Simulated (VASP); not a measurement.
Write the native input for VASP 6.6.1 that does the following.

- Task: single point
- Functional: PBEsol
- Potentials or basis: VASP PAW PBE potentials, release 64 (Ni, Ge_d)
- Cutoff: 520 eV
- k mesh: 8 × 10 × 6
- Occupations: gaussian, width 0.1 eV
- Spin: no spin polarisation
- Dipole correction: no
- k mesh for the DOS: 12 × 15 × 9
- Occupations for the DOS: tetrahedron
- Further INCAR settings: ALGO = Fast; EDIFF = 1e-06; NBANDS = 58

The system is NiGe.

```
Ni Ge
1.0
     5.31079    0.00000    0.00000
     0.00000    3.44002    0.00000
     0.00000    0.00000    5.73926
Ni Ge
4 4
Direct
  0.99299 0.75000 0.18887
  0.00701 0.25000 0.81113
  0.50701 0.25000 0.68887
  0.49299 0.75000 0.31113
  0.81164 0.75000 0.58840
  0.18836 0.25000 0.41160
  0.68836 0.25000 0.08840
  0.31164 0.75000 0.91160
```

These files were run (other wordings do the same):

POSCAR

```
NiGe
1.0
    5.3107947965      0.0000000000      0.0000000000
    0.0000000000      3.4400167657      0.0000000000
    0.0000000000      0.0000000000      5.7392574950
Ni Ge
4 4
Direct
    0.9929865395      0.7500000000      0.1888713130
    0.0070134605      0.2500000000      0.8111286870
    0.5070134605      0.2500000000      0.6888713130
    0.4929865395      0.7500000000      0.3111286870
    0.8116425503      0.7500000000      0.5883967052
    0.1883574497      0.2500000000      0.4116032948
    0.6883574497      0.2500000000      0.0883967052
    0.3116425503      0.7500000000      0.9116032948
```

INCAR.step1

```
SYSTEM = NiGe
PREC = Accurate
ENCUT = 520
EDIFF = 1E-6
ISMEAR = 0
SIGMA = 0.1
LREAL = .False.
LASPH = .True.
NELM = 80
ALGO = Fast
ISIF = 2
LWAVE = .False.
LCHARG = .True.
LMAXMIX = 4
GGA = PS
NBANDS = 58
```

KPOINTS.step1

```
Automatic mesh
0
Gamma
  8 10 6
  0 0 0
```

INCAR.step2

```
SYSTEM = NiGe
PREC = Accurate
ENCUT = 520
EDIFF = 1E-6
ISMEAR = -5
SIGMA = 0.1
LREAL = .False.
LASPH = .True.
NELM = 80
ALGO = Fast
ISIF = 2
LWAVE = .False.
LCHARG = .False.
LMAXMIX = 4
GGA = PS
LORBIT = 11
NBANDS = 58
NEDOS = 2001
ICHARG = 11
```

KPOINTS.step2

```
Automatic mesh
0
Gamma
  12 15 9
  0 0 0
```

Potentials or basis: VASP PAW PBE potentials, release 64 (Ni, Ge_d).

The run is started by

```sh
$ cat potpaw_PBE.64/Ni/POTCAR potpaw_PBE.64/Ge_d/POTCAR > POTCAR
$ cp INCAR.step1 INCAR
$ cp KPOINTS.step1 KPOINTS
$ mpirun -np 1 vasp_std > vasp.out
$ cp INCAR.step2 INCAR
$ cp KPOINTS.step2 KPOINTS
$ mpirun -np 1 vasp_std > vasp.out
```

Results of the run:

```yaml
Valence_electrons_inside_the_program's_atomic_spheres: Ni 9.48; Ge 12.44
```

Run time: 52 min on 1 thread of Oxide Virtual Turin-like Processor, with other jobs on the host, peak memory 1.1 GiB.
